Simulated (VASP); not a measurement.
**Nb: single point with BLYP**

The system is Nb.

```
Nb
1.0
     0.00000    2.13641    2.13641
     2.13641    0.00000    2.13641
     2.13641    2.13641    0.00000
Nb
1
Direct
  0.00000 0.00000 0.00000
```

* Program: VASP 6.6.1
* Task: single point
* Functional: BLYP
* Potentials or basis: VASP PAW PBE potentials, release 64 (Nb_sv)
* Cutoff: 520 eV
* k mesh: 21 × 21 × 21
* Occupations: fermi-dirac, width 0.1 eV
* Spin: no spin polarisation

The pressure is -0.2 GPa.

Levels at points of the mesh, in eV from the Fermi level:
| k point | band 2 | band 3 | band 4 | band 5 | band 6 | band 7 | band 8 | band 9 | band 10 | band 11 |
| --- | --- | --- | --- | --- | --- | --- | --- | --- | --- | --- |
| (0.00, 0.00, 0.00) | -30.29 | -30.29 | -30.29 | -5.95 | 0.05 | 0.05 | 0.05 | 2.49 | 2.49 | 11.88 |

Run time: 2.5 min on 1 thread of AMD EPYC 7571, on a shared host, peak memory 0.15 GiB.

Caveat: the PAW data sets were made with another functional, which shifts forces and pressure a little.
